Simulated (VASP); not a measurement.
# BaZrO3 (Pm-3m) in VASP: vibrations by perturbation theory with PBE

Aim: the vibrations by perturbation theory of BaZrO3 with PBE.

Program: VASP 6.6.1. These are calculated values, not measurements. Logs are shortened: lines on timing, memory, paths and dates and some standing lists are left out, and cuts for length are marked.

### 1 The cell of the first run

It takes space group Pm-3m (No. 221, cubic). The conventional cell has a = 4.191 Å, b = 4.191 Å, c = 4.191 Å, α = 90.00°, β = 90.00°, γ = 90.00°. Within 3.9 Å of Ba (site symmetry m-3m) lie 12 O at 2.96 Å and 8 Zr at 3.63 Å. Within 2.8 Å of Zr (site symmetry m-3m) lie 6 O at 2.10 Å. Within 2.8 Å of O (site symmetry 4/mmm) lie 2 Zr at 2.10 Å.

### 2 Vibrations by perturbation theory, PBE

File INCAR:

```
PREC     = Accurate       # precision mode
ENCUT    = 520            # plane-wave cutoff, eV
EDIFF    = 1E-8           # SCF threshold, eV
ISMEAR   = 0              # smearing method
SIGMA    = 0.01           # smearing width, eV
LREAL    = F              # projectors in reciprocal space
LASPH    = T              # aspherical terms in the spheres
NELM     = 60             # most SCF steps
ALGO     = Normal         # electronic algorithm
ISIF     = 2              # what is computed and relaxed
LWAVE    = F              # write WAVECAR
LCHARG   = F              # write CHGCAR
GGA      = PE             # functional
IBRION   = 8              # ionic algorithm
NSW      = 1              # ionic steps
```

File KPOINTS:

```
Automatic mesh
0
Gamma
  4 4 4
```

File POSCAR:

```
BaZrO3
1.0
    4.1913400000      0.0000000000      0.0000000000
    0.0000000000      4.1913400000      0.0000000000
    0.0000000000      0.0000000000      4.1913400000
Ba Zr O
1 1 3
Direct
    0.0000000000      0.0000000000      0.0000000000
    0.5000000000      0.5000000000      0.5000000000
    0.0000000000      0.5000000000      0.5000000000
    0.5000000000      0.0000000000      0.5000000000
    0.5000000000      0.5000000000      0.0000000000
```

Potentials or basis: VASP PAW PBE potentials, release 64 (Ba_sv, Zr_sv, O).

Command:

```
> cat potpaw_PBE.64/Ba_sv/POTCAR potpaw_PBE.64/Zr_sv/POTCAR potpaw_PBE.64/O/POTCAR > POTCAR
> mpirun -np 1 vasp_std > vasp.out
```

OUTCAR:

```text
PREC = Accurate
   ENCUT = 520
   EDIFF = 1E-8
   ISMEAR = 0
   LREAL = F
   LASPH = T
   NELM = 60
   ISIF = 2
   GGA = PE
   IBRION = 8
   NSW = 1

 ion  position               nearest neighbor table
   1  0.000  0.000  0.000-   3 2.96   4 2.96   5 2.96   3 2.96   4 2.96   3 2.96   5 2.96   3 2.96
                             4 2.96   5 2.96   4 2.96   5 2.96   2 3.63   2 3.63   2 3.63   2 3.63
   2  0.500  0.500  0.500-   3 2.10   4 2.10   5 2.10   5 2.10   4 2.10   3 2.10   1 3.63   1 3.63
                             1 3.63   1 3.63   1 3.63   1 3.63   1 3.63   1 3.63
   3  0.000  0.500  0.500-   2 2.10   2 2.10   1 2.96   1 2.96   1 2.96   1 2.96
   4  0.500  0.000  0.500-   2 2.10   2 2.10   1 2.96   1 2.96   1 2.96   1 2.96
   5  0.500  0.500  0.000-   2 2.10   2 2.10   1 2.96   1 2.96   1 2.96   1 2.96

  LATTYP: Found a simple cubic cell.
 ALAT       =     4.1913400000

  Lattice vectors:

 A1 = (   4.1913400000,   0.0000000000,   0.0000000000)
 A2 = (   0.0000000000,   4.1913400000,   0.0000000000)
 A3 = (   0.0000000000,   0.0000000000,   4.1913400000)

Analysis of symmetry for initial positions (statically):
=====================================================================
 Subroutine PRICEL returns:
 Original cell was already a primitive cell.

 Routine SETGRP: Setting up the symmetry group for a
 simple cubic supercell.

 Subroutine GETGRP returns: Found 48 space group operations
 (whereof 48 operations were pure point group operations)
 out of a pool of 48 trial point group operations.

The static configuration has the point symmetry O_h .

Analysis of symmetry for dynamics (positions and initial velocities):
=====================================================================
 Subroutine PRICEL returns:
[... 478 lines left out ...]
------------------------ aborting loop because EDIFF is reached ----------------------------------------

 INTERNAL STRAIN TENSOR  FOR ION    3  DIRECTION 2   (eV/Angst):
 -----------------------------------------------------------------------------
    -0.04814  0.00000  0.00000
     0.00000  0.04786  0.00000
     0.00000  0.00000 -0.00340

 INTERNAL STRAIN TENSOR FOR ION    5 for displacements in x,y,z  (eV/Angst):
          X           Y           Z          XY          YZ          ZX
  --------------------------------------------------------------------------------
  x     0.00000     0.00000     0.00000     0.00000     0.00000     0.00000
  y     0.00000     0.00000     0.00000     0.00000     0.00000     0.00000
  z     0.00000     0.00000     0.00000     0.00000     0.00000     0.00000

 SECOND DERIVATIVES (NOT SYMMETRIZED)
 ------------------------------------
               1X          1Y          1Z          2X          2Y          2Z          3X          3Y          3Z          4X          4Y          4Z          5X          5Y          5Z
  1X    -3.941548   -0.000000   -0.000000    3.505373   -0.000000    0.000000    1.131047   -0.000000   -0.000000   -0.347436   -0.000000    0.000000   -0.347436   -0.000000    0.000000
  1Y     0.000000   -3.941548    0.000000    0.000000    3.505373    0.000000    0.000000   -0.347436    0.000000    0.000000    1.131047    0.000000   -0.000000   -0.347436   -0.000000
  1Z     0.000000   -0.000000   -3.941548   -0.000000   -0.000000    3.505373   -0.000000    0.000000   -0.347436    0.000000    0.000000   -0.347436    0.000000    0.000000    1.131047
  2X     3.504794   -0.000000    0.000000   -8.082714    0.000000    0.000000    4.723615    0.000000    0.000000   -0.072848    0.000000    0.000000   -0.072848    0.000000   -0.000000
  2Y    -0.000000    3.504794    0.000000    0.000000   -8.082714    0.000000    0.000000   -0.072848    0.000000    0.000000    4.723615    0.000000    0.000000   -0.072848   -0.000000
  2Z    -0.000000   -0.000000    3.504794   -0.000000   -0.000000   -8.082714    0.000000   -0.000000   -0.072848   -0.000000    0.000000   -0.072848    0.000000    0.000000    4.723615
  3X     1.119072    0.000000    0.000000    4.716741   -0.000000   -0.000000  -12.805251   -0.000000    0.000000    3.484719   -0.000000    0.000000    3.484719   -0.000000    0.000000
  3Y     0.000000   -0.351484    0.000000    0.000000   -0.071617    0.000000    0.000000   -2.482174    0.000000    0.000000    3.482016    0.000000    0.000000   -0.576742    0.000000
  3Z     0.000000    0.000000   -0.351484    0.000000    0.000000   -0.071617    0.000000    0.000000   -2.482174    0.000000    0.000000   -0.576742    0.000000    0.000000    3.482016
  4X    -0.351484    0.000000    0.000000   -0.071617    0.000000    0.000000    3.482016    0.000000    0.000000   -2.482174    0.000000    0.000000   -0.576742    0.000000    0.000000
  4Y     0.000000    1.119072    0.000000   -0.000000    4.716741   -0.000000    0.000000    3.484719    0.000000   -0.000000  -12.805251   -0.000000   -0.000000    3.484719   -0.000000
  4Z     0.000000    0.000000   -0.351484    0.000000    0.000000   -0.071617    0.000000    0.000000   -0.576742    0.000000    0.000000   -2.482174    0.000000    0.000000    3.482016
  5X    -0.351484    0.000000    0.000000   -0.071617    0.000000    0.000000    3.482016    0.000000    0.000000   -0.576742    0.000000    0.000000   -2.482174    0.000000    0.000000
  5Y     0.000000   -0.351484    0.000000    0.000000   -0.071617    0.000000    0.000000   -0.576742    0.000000    0.000000    3.482016    0.000000    0.000000   -2.482174    0.000000
  5Z     0.000000    0.000000    1.119072   -0.000000   -0.000000    4.716741   -0.000000    0.000000    3.484719    0.000000   -0.000000    3.484719   -0.000000   -0.000000  -12.805251

 Eigenvectors and eigenvalues of the dynamical matrix
 ----------------------------------------------------

   1 f  =   15.196225 THz    95.480700 2PiTHz  506.891515 cm-1    62.846510 meV
             X         Y         Z           dx          dy          dz
      0.000000  0.000000  0.000000    -0.020560   -0.012010    0.000000
      2.095670  2.095670  2.095670    -0.114512   -0.066891   -0.000000
      0.000000  2.095670  2.095670     0.791817   -0.133895   -0.000000
      2.095670  0.000000  2.095670    -0.229216    0.462532    0.000000
      2.095670  2.095670  0.000000    -0.229216   -0.133895    0.000000
[... 105 lines left out ...]
  15 f/i=    0.007651 THz     0.048075 2PiTHz    0.255224 cm-1     0.031644 meV
             X         Y         Z           dx          dy          dz
      0.000000  0.000000  0.000000    -0.148977    0.687233   -0.012712
      2.095670  2.095670  2.095670    -0.121742    0.561598   -0.010388
      0.000000  2.095670  2.095670    -0.051113    0.236146   -0.004368
      2.095670  0.000000  2.095670    -0.051191    0.235782   -0.004368
      2.095670  2.095670  0.000000    -0.051191    0.236146   -0.004361

--------------------------------------------------------------------------------------------------------

 ELASTIC MODULI CONTR FROM IONIC RELAXATION (kBar)
 Direction    XX          YY          ZZ          XY          YZ          ZX
 --------------------------------------------------------------------------------
 XX           0.0000      0.0000      0.0000      0.0000      0.0000      0.0000
 YY           0.0000      0.0000      0.0000      0.0000      0.0000      0.0000
 ZZ           0.0000      0.0000      0.0000      0.0000      0.0000      0.0000
 XY           0.0000      0.0000      0.0000      0.0000      0.0000      0.0000
 YZ           0.0000      0.0000      0.0000      0.0000      0.0000      0.0000
 ZX           0.0000      0.0000      0.0000      0.0000      0.0000      0.0000
 --------------------------------------------------------------------------------
```

stdout:

```text
POSCAR found type information on POSCAR BaZrO
 POSCAR found :  3 types and       5 ions
 scaLAPACK will be used
 LDA part: xc-table for (Slater+PW92), standard interpolation
 POSCAR, INCAR and KPOINTS ok, starting setup
 FFT: planning ... GRIDC
 FFT: planning ... GRID_SOFT
 FFT: planning ... GRID
 WAVECAR not read
 entering main loop
 Linear response reoptimize wavefunctions to high precision
 Linear response DOF=           4
 Linear response progress:
 first order change of Fermi-energy   0.37761E-04
 force on displaced ion       1 direction 1 :  -3.942   0.000  -0.000
 Linear response progress:
 first order change of Fermi-energy   0.17734E-03
 force on displaced ion       2 direction 1 :  -8.083  -0.000  -0.000
 Linear response progress:
 first order change of Fermi-energy  -0.22331E-03
 force on displaced ion       3 direction 1 : -12.805  -0.000   0.000
 Linear response progress:
 first order change of Fermi-energy  -0.33011E-04
 force on displaced ion       3 direction 2 :   0.000  -2.482   0.000
 Linear response finished
```

It took 4.8 min on 1 thread of AMD EPYC 7R13 (Zen 3), shared host; peak memory 0.26 GiB.

What came out:

| Item | Value |
| --- | --- |
| Highest phonon frequency at Γ, LO-TO splitting left out | 507 cm⁻¹ |

Phonon frequencies in cm⁻¹ (negative: imaginary):
```
              q point                                            frequencies
(0.000, 0.000, 0.000)  0 0 0 108 108 108 180 180 180 181 181 181 507 507 507
```

Caveat: the k points lie up to 0.37 Å⁻¹ apart; the cell wasn't relaxed at this level first, which shifts response properties; spin-orbit coupling is left out, which moves the levels of the heavy elements.
